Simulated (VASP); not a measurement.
# LiBe in VASP: further runs

The runs below take LiBe through single point, with PBEsol.

Program: VASP 6.6.1. These are calculated values, not measurements. Logs are shortened: lines on timing, memory, paths and dates and some standing lists are left out, and cuts for length are marked.

## (1) The cell of the first run

Symmetry: Pm-3m, No. 221, cubic system. Conventional cell: a = 2.811 Å, b = 2.811 Å, c = 2.811 Å, α = 90.00°, β = 90.00°, γ = 90.00°. Within 3.2 Å of Li (site symmetry m-3m) lie 8 Be at 2.43 Å and 6 Li at 2.81 Å. Be (site symmetry m-3m) has 8 Li at 2.43 Å and 6 Be at 2.81 Å within 3.2 Å.

## (2) Single point, PBEsol

The input, INCAR:

```
SYSTEM = LiBe
PREC     = Accurate       ! precision mode
ENCUT    = 520            ! plane-wave cutoff, eV
EDIFF    = 1E-6           ! SCF threshold, eV
ISMEAR   = 0              ! smearing method
SIGMA    = 0.1            ! smearing width, eV
LREAL    = .False.        ! projectors in reciprocal space
LASPH    = .True.         ! aspherical terms in the spheres
NELM     = 100            ! most SCF steps
ALGO     = Normal         ! electronic algorithm
ISIF     = 2              ! what is computed and relaxed
LWAVE    = .False.        ! write WAVECAR
LCHARG   = .False.        ! write CHGCAR
GGA      = PS             ! functional
NBANDS   = 10             ! bands
```

The input, KPOINTS:

```
regular mesh
0
Gamma
  12 12 12
  0 0 0
```

The input, POSCAR:

```
LiBe
1.0
    2.8111530000      0.0000000000      0.0000000000
    0.0000000000      2.8111530000      0.0000000000
    0.0000000000      0.0000000000      2.8111530000
Li Be
1 1
Direct
    0.0000000000      0.0000000000      0.0000000000
    0.5000000000      0.5000000000      0.5000000000
```

Potentials or basis: VASP PAW PBE potentials, release 64 (Li_sv, Be).

Run with:

```console
$ cat potpaw_PBE.64/Li_sv/POTCAR potpaw_PBE.64/Be/POTCAR > POTCAR
$ mpirun -np 1 vasp_std > vasp.out
```

OUTCAR:

```text
SYSTEM = LiBe
   PREC = Accurate
   ENCUT = 520
   EDIFF = 1E-6
   ISMEAR = 0
   LREAL = .False.
   LASPH = .True.
   NELM = 100
   ISIF = 2
   GGA = PS

 ion  position               nearest neighbor table
   1  0.000  0.000  0.000-   2 2.43   2 2.43   2 2.43   2 2.43   2 2.43   2 2.43   2 2.43   2 2.43

   2  0.500  0.500  0.500-   1 2.43   1 2.43   1 2.43   1 2.43   1 2.43   1 2.43   1 2.43   1 2.43

  LATTYP: Found a simple cubic cell.
 ALAT       =     2.8111530000

  Lattice vectors:

 A1 = (   2.8111530000,   0.0000000000,   0.0000000000)
 A2 = (   0.0000000000,   2.8111530000,   0.0000000000)
 A3 = (   0.0000000000,   0.0000000000,   2.8111530000)

Analysis of symmetry for initial positions (statically):
=====================================================================
 Subroutine PRICEL returns:
 Original cell was already a primitive cell.

 Routine SETGRP: Setting up the symmetry group for a
 simple cubic supercell.

 Subroutine GETGRP returns: Found 48 space group operations
 (whereof 48 operations were pure point group operations)
 out of a pool of 48 trial point group operations.

The static configuration has the point symmetry O_h .

Analysis of symmetry for dynamics (positions and initial velocities):
=====================================================================
 Subroutine PRICEL returns:
 Original cell was already a primitive cell.

 Routine SETGRP: Setting up the symmetry group for a
 simple cubic supercell.

 Subroutine GETGRP returns: Found 48 space group operations
 (whereof 48 operations were pure point group operations)
 out of a pool of 48 trial point group operations.

The dynamic configuration has the point symmetry O_h .

 Subroutine INISYM returns: Found 48 space group operations
 (whereof 48 operations are pure point group operations),
 and found     1 'primitive' translations

----------------------------------------------------------------------------------------

                                     Primitive cell

  volume of cell :      22.2154

  direct lattice vectors                    reciprocal lattice vectors
     2.811153000  0.000000000  0.000000000     0.355725925  0.000000000  0.000000000
     0.000000000  2.811153000  0.000000000     0.000000000  0.355725925  0.000000000
     0.000000000  0.000000000  2.811153000     0.000000000  0.000000000  0.355725925

  length of vectors
     2.811153000  2.811153000  2.811153000     0.355725925  0.355725925  0.355725925

  position of ions in fractional coordinates (direct lattice)
     0.000000000  0.000000000  0.000000000
     0.500000000  0.500000000  0.500000000

  ion indices of the primitive-cell ions
   primitive index   ion index
                 1           1
                 2           2

----------------------------------------------------------------------------------------

 KPOINTS: regular mesh

Automatic generation of k-mesh.
 Grid dimensions read from file:
 generate k-points for:   12   12   12

 Generating k-lattice:

  Cartesian coordinates                     Fractional coordinates (reciprocal lattice)
     0.029643827  0.000000000  0.000000000     0.083333333  0.000000000  0.000000000
     0.000000000  0.029643827  0.000000000     0.000000000  0.083333333  0.000000000
     0.000000000  0.000000000  0.029643827     0.000000000  0.000000000  0.083333333

  Length of vectors
     0.029643827  0.029643827  0.029643827

  Shift w.r.t. Gamma in fractional coordinates (k-lattice)
     0.000000000  0.000000000  0.000000000

 Subroutine IBZKPT returns following result:
 ===========================================

 Found     84 irreducible k-points:

 Following reciprocal coordinates:
            Coordinates               Weight
  0.000000  0.000000  0.000000      1.000000
  0.083333  0.000000  0.000000      6.000000
  0.166667  0.000000  0.000000      6.000000
  0.250000  0.000000  0.000000      6.000000
  0.333333  0.000000  0.000000      6.000000
  0.416667  0.000000  0.000000      6.000000
[... 16 lines left out ...]
  0.333333  0.333333  0.000000     12.000000
  0.416667  0.333333  0.000000     24.000000
 [... further k-points ...]
   k-points           NKPTS =     84   k-points in BZ     NKDIM =     84   number of bands    NBANDS=     10
   number of dos      NEDOS =    301   number of ions     NIONS =      2
   total plane-waves  NPLWV =  13824
   dimension x,y,z NGX =    24 NGY =   24 NGZ =   24
   dimension x,y,z NGXF=    48 NGYF=   48 NGZF=   48
   ions per type =               1   1
   NGX,Y,Z   is equivalent  to a cutoff of  14.19, 14.19, 14.19 a.u.
   NGXF,Y,Z  is equivalent  to a cutoff of  28.39, 28.39, 28.39 a.u.
 SYSTEM =  LiBe
   PREC   = accura    normal or accurate (medium, high low for compatibility)
   ISTART =      0    job   : 0-new  1-cont  2-samecut
   ICHARG =      2    charge: 1-file 2-atom 10-const
   ISPIN  =      1    spin polarized calculation?
   LNONCOLLINEAR =      F non collinear calculations
   LSORBIT =      F    spin-orbit coupling
   LASPH  =      T    aspherical Exc in radial PAW
   ENCUT  =  520.0 eV  38.22 Ry    6.18 a.u.   5.23  5.23  5.23*2*pi/ulx,y,z
   NELM   =    100;   NELMIN=  2; NELMDL= -5     # of ELM steps
   EDIFF  = 0.1E-05   stopping-criterion for ELM
   LREAL  =      F    real-space projection
   EDIFFG = 0.1E-04   stopping-criterion for IOM
   NSW    =      0    number of steps for IOM
   IBRION =     -1    ionic relax: 0-MD 1-quasi-New 2-CG
   NFREE  =      0    steps in history (QN), initial steepest desc. (CG)
   ISIF   =      2    stress and relaxation
   ISYM   =      2    0-nonsym 1-usesym 2-fastsym
   POTIM  = 0.5000    time-step for ionic-motion
   TEBEG  =    0.0;   TEEND  =   0.0 temperature during run
   PSTRESS=    0.0 pullay stress
   NELECT =       5.0000    total number of electrons
   NUPDOWN=      -1.0000    fix difference up-down
   EMIN   =  10.00;   EMAX   =-10.00  energy-range for DOS
   EFERMI =   0.00;   METHOD = LEGACY
   ISMEAR =     0;   SIGMA  =   0.10  broadening in eV -4-tet -1-fermi 0-gaus
   EFERMI_NEDOS =   21; number of points for ismear=-14 and -15
   IALGO  =     38    algorithm
   IMIX   =      4    mixing-type and parameters
     AMIX     =   0.40;   BMIX     =  1.00
     AMIX_MAG =   1.60;   BMIX_MAG =  1.00
  volume/ion in A,a.u.               =      11.11        74.96
  Fermi-wavevector in a.u.,A,eV,Ry     =   0.995819  1.881825 13.492288  0.991655
  Thomas-Fermi vector in A             =   2.127865
   LORBIT       =      0    0 simple, 1 ext, 2 COOP (PROOUT), +10 PAW based schemes
   GGA     = PS    functional components
   LHFCALC =     F    Hartree Fock is set to
   AEXX    =    0.0000 exact exchange contribution
   IVDW    =     0    specifies the selected vdW correction
   LEPSILON=     F    determine dielectric tensor
   LRPA    =     F    only Hartree local field effects (RPA)
 non-spin polarized calculation
 Gauss-broadening in eV      SIGMA  =   0.10
  energy-cutoff  :      520.00
  volume of cell :       22.22
 maximum number of plane-waves:       624
 NGX is ok and might be reduce to    24
   NGX = 11   NGY = 11   NGZ = 11

 number of electron       5.0000006 magnetization

 Free energy of the ion-electron system (eV)
  ---------------------------------------------------
  ext. energy  EPLUGINS =         0.00000000
  ---------------------------------------------------
  free energy    TOTEN  =        -5.21186393 eV

  energy without entropy =       -5.20747117  energy(sigma->0) =       -5.20966755

 E-fermi :   2.9467     XC(G=0):  -9.1532

 val. band max:        2.9320459588   @ k =   0.3333   0.3333   0.0833
 cond. band min:       3.0075903743   @ k =   0.3333   0.1667   0.0833
 fundamental gap:      0.0755444155
 Fermi energy:         2.9467345633

 k-point     1 :       0.0000    0.0000    0.0000
  band No.  band energies     occupation
      1     -41.1330      2.00000
      2      -3.5970      2.00000
      3       9.0684      0.00000
      4       9.0684      0.00000
      5       9.0684      0.00000
      6      13.6007      0.00000
      7      13.6007      0.00000
      8      21.6381      0.00000
      9      22.5494      0.00000
     10      22.5494      0.00000

 k-point     2 :       0.0833    0.0000    0.0000
  band No.  band energies     occupation
      1     -41.1315      2.00000
      2      -3.5082      2.00000
      3       8.0269      0.00000
      4       9.1822      0.00000
      5       9.1822      0.00000
      6      13.7315      0.00000
      7      14.8123      0.00000
      8      21.6302      0.00000
      9      22.0938      0.00000
     10      22.0938      0.00000

 k-point     3 :       0.1667    0.0000    0.0000
  band No.  band energies     occupation
      1     -41.1275      2.00000
      2      -3.2417      2.00000
      3       6.1864      0.00000
      4       9.5191      0.00000
      5       9.5191      0.00000
      6      14.1233      0.00000
      7      17.0209      0.00000
      8      20.8740      0.00000
      9      20.8740      0.00000
     10      21.7444      0.00000

 k-point     4 :       0.2500    0.0000    0.0000
  band No.  band energies     occupation
      1     -41.1223      2.00000
      2      -2.7981      2.00000
      3       4.3605      0.00000
      4      10.0627      0.00000
      5      10.0627      0.00000
      6      14.7742      0.00000
      7      18.7053      0.00000
      8      19.2718      0.00000
      9      19.2718      0.00000
     10      21.7298      0.00000
[... 222 lines left out ...]
 k-point    22 :       0.5000    0.2500    0.0000
  band No.  band energies     occupation
      1     -41.1023      2.00000
      2      -0.0263      2.00000
      3       1.1302      2.00000
      4       7.7807      0.00000
      5      11.3406      0.00000
      6      12.6163      0.00000
      7      16.8466      0.00000
      8      18.8205      0.00000
      9      19.7701      0.00000
     10      22.6196      0.00000

 k-point    23 :       0.3333    0.3333    0.0000
  band No.  band energies     occupation
      1     -41.1022      2.00000
      2      -0.7412      2.00000
      3       2.8078      1.95052
      4       6.2063      0.00000
      5      11.6236      0.00000
      6      12.2536      0.00000
      7      18.1990      0.00000
      8      18.8772      0.00000
      9      19.4888      0.00000
     10      23.2153      0.00000

 k-point    24 :       0.4167    0.3333    0.0000
  band No.  band energies     occupation
      1     -41.0986      2.00000
      2       0.0217      2.00000
      3       2.0874      2.00000
      4       6.1022      0.00000
      5      10.5161      0.00000
      6      12.8196      0.00000
      7      17.8824      0.00000
      8      18.8689      0.00000
      9      19.2980      0.00000
     10      23.2040      0.00000

 [... further k-points ...]
[... 5 lines left out ...]
  --------------------------------------------------------------------------------------
  -------------------------------------------------------------------------------------
  Total       -0.0403248     -0.0403248     -0.0403248     -0.0000000      0.0000000     -0.0000000
  in kB       -2.9082345     -2.9082345     -2.9082345     -0.0000000      0.0000000     -0.0000000
  external PRESSURE =      -2.9082345 kB  Pullay stress =       0.0000000 kB

 VOLUME and BASIS-vectors are now :
 -----------------------------------------------------------------------------
  energy-cutoff  :      520.00
  volume of cell :       22.22
      direct lattice vectors                 reciprocal lattice vectors
     2.811153000  0.000000000  0.000000000     0.355725925  0.000000000  0.000000000
     0.000000000  2.811153000  0.000000000     0.000000000  0.355725925  0.000000000
     0.000000000  0.000000000  2.811153000     0.000000000  0.000000000  0.355725925

 POSITION                                       TOTAL-FORCE (eV/Angst)
 -----------------------------------------------------------------------------------
      0.00000      0.00000      0.00000         0.000000      0.000000      0.000000
      1.40558      1.40558      1.40558         0.000000      0.000000      0.000000
 -----------------------------------------------------------------------------------
    total drift:                                0.000000      0.000000      0.000000

  FREE ENERGIE OF THE ION-ELECTRON SYSTEM (eV)
  ---------------------------------------------------
  free  energy   TOTEN  =        -5.2118639338 eV

  energy  without entropy=       -5.2074711740  energy(sigma->0) =       -5.20966755
```

It took 14 s on 1 thread of Intel Xeon 8259CL, shared host; peak memory 0.14 GiB.

What came out:

```yaml
Free_energy: -5.2119 eV
Band_gap_on_the_k_mesh: zero (an odd number of electrons rules out a gap without spin polarisation)
```

Caveat: the cutoff is under 1.25 times the usual one of these potentials, so pressure, stress and relaxed cells hold a basis-set (Pulay) error; the PAW data sets were made with another functional, which shifts forces and pressure a little.

(Continued in part 2 of 3.)
